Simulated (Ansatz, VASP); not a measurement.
## One calculation of MgO, two programs

Contents of INCAR:

```
PREC = Accurate
ENCUT = 520
EDIFF = 1E-7
ISMEAR = 0
SIGMA = 0.02
LREAL = False
LASPH = True
NELM = 60
ALGO = Normal
ISIF = 2
LWAVE = False
LCHARG = False
GGA = PS
NBANDS = 16
```

File KPOINTS:

```
regular mesh
0
Gamma
  9 9 6
```

Contents of POSCAR:

```
MgO
1.0
    3.2329979227      0.0000000000      0.0000000000
   -1.6164989614      2.7998583315      0.0000000000
    0.0000000000      0.0000000000      4.7954754904
Mg O
2 2
Direct
    0.3333333300      0.6666666700     -0.0038608726
    0.6666666700      0.3333333300      0.4961391274
    0.3333333300      0.6666666700      0.4084608726
    0.6666666700      0.3333333300      0.9084608726
```

Input for Ansatz:

```yaml
crystal:
  lattice:
    - [3.2329979227, 0.0, 0.0]
    - [-1.6164989614, 2.7998583315, 0.0]
    - [0.0, 0.0, 4.7954754904]
  atoms:
    - { symbol: Mg, position: [0.33333333, 0.66666667, -0.0038608726] }
    - { symbol: Mg, position: [0.66666667, 0.33333333, 0.4961391274] }
    - { symbol: O, position: [0.33333333, 0.66666667, 0.4084608726] }
    - { symbol: O, position: [0.66666667, 0.33333333, 0.9084608726] }
basis:
  ecutwfc: 420
kpoints:
  mp_grid: { grid: [9, 9, 6] }
hamiltonian:
  xc: pbesol
scf:
  occupations: { method: gaussian, width: 0.02 }
output:
  forces: true
  stress: true
  eigenvalues: true
```

Alike in both runs: task single point; functional PBEsol; k mesh 9 × 9 × 6; occupations gaussian, width 0.02 eV; no spin polarisation.

```csv
,VASP,Ansatz
version,VASP 6.6.1,Ansatz 0.2.0
potentials or method,"VASP PAW PBE potentials, release 64 (Mg, O), cutoff 520 eV","scalar-relativistic, plane waves, PAW"
valence electrons in the cell,16,32
```

VASP gave:

```
gap on the k mesh at the Fermi level (eV)                     : 3.70
least direct gap on the mesh (eV)                             : 3.70
pressure (GPa)                                                : 11.7
traceless stress, the component that is largest in VASP (GPa) : -4.54
rms of the force components (eV/Å)                            : 0.081
```

Question: Estimate Ansatz's values.

Answer: gap on the k mesh at the Fermi level (eV): 3.70; least direct gap on the mesh (eV): 3.70; pressure (GPa): 11.8; traceless stress, the component that is largest in VASP (GPa): -4.47; rms of the force components (eV/Å): 0.079.

VASP's potentials were made for PBE, not for PBEsol. Atom by atom the forces differ by 0.001 eV/Å (rms over components). VASP's potentials hold 16 valence electrons a cell and Ansatz's 32, so a difference there can come from the potentials and not from the codes.
